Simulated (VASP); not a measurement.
**K: single point with LDA**

K:

```
K
1.0
     4.15678    0.00000    0.00000
     0.00000    4.15678    0.00000
     0.00000    0.00000    4.15678
K
1
Cartesian
  0.0000 0.0000 0.0000
```

This cell differs from its parent crystal: volume scaled by 1.04.

| Quantity | Value |
| --- | --- |
| Program | VASP 6.6.1 |
| Task | single point |
| Functional | LDA |
| Potentials or basis | VASP PAW LDA potentials, release 64 (K_sv) |
| Cutoff | 520 eV |
| k mesh | 13 × 13 × 13 |
| Occupations | fermi-dirac, width 0.1 eV |
| Spin | no spin polarisation |
| Dipole correction | no |
| Further INCAR settings | ALGO = Normal; EDIFF = 1e-07; NBANDS = 10 |

* Pressure: -0.1 GPa

Levels at points of the mesh, in eV from the Fermi level:
| k point | band 1 | band 2 | band 3 | band 4 | band 5 | band 6 | band 7 | band 8 | band 9 | band 10 |
| --- | --- | --- | --- | --- | --- | --- | --- | --- | --- | --- |
| (0.00, 0.00, 0.00) | -31.96 | -15.62 | -15.62 | -15.62 | -2.21 | 2.79 | 2.79 | 6.24 | 6.24 | 6.24 |

Wall time 21 s on 1 thread of AMD EPYC 9R14 (Zen 4) (shared host), peak memory 0.15 GiB.
